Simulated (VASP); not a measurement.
Input of a VASP 6.6.1 run:

Contents of INCAR:

```
PREC = Accurate
ENCUT = 520
EDIFF = 1E-7
ISMEAR = -1
SIGMA = 0.05
LREAL = F
LASPH = T
NELM = 150
ALGO = Normal
ISIF = 2
LWAVE = F
LCHARG = T
ISPIN = 2
MAGMOM = 0.657 0.657
LORBIT = 11
LMAXMIX = 4
GGA = B5
ALDAX = 1.0
AGGAX = 1.0
AGGAC = 1.0
ALDAC = 0.0
LELF = T
LVHAR = T
NBANDS = 21
```

Contents of KPOINTS:

```
Automatic mesh
0
Gamma
  16 16 9
```

The input POSCAR:

```
Ni
1.0
    2.4568839916      0.0000000000      0.0000000000
   -1.2284419958      2.1277239509      0.0000000000
    0.0000000000      0.0000000000      4.0424178474
Ni
2
Direct
    0.3333333333      0.6666666667      0.2500000000
    0.6666666667      0.3333333333      0.7500000000
```

Potentials or basis: VASP PAW PBE potentials, release 64 (Ni).

Command:

```sh
$ cat potpaw_PBE.64/Ni/POTCAR > POTCAR
$ mpirun -np 1 vasp_std > vasp.out
```

(1) What does it give for the site moments?

(2) Estimate the pressure.

## Answers

(1) Ni +0.57 μB.

(2) 17.0 GPa.

Caveat: the cell stands under pressure; the PAW data sets were made with another functional, which shifts forces and pressure a little.
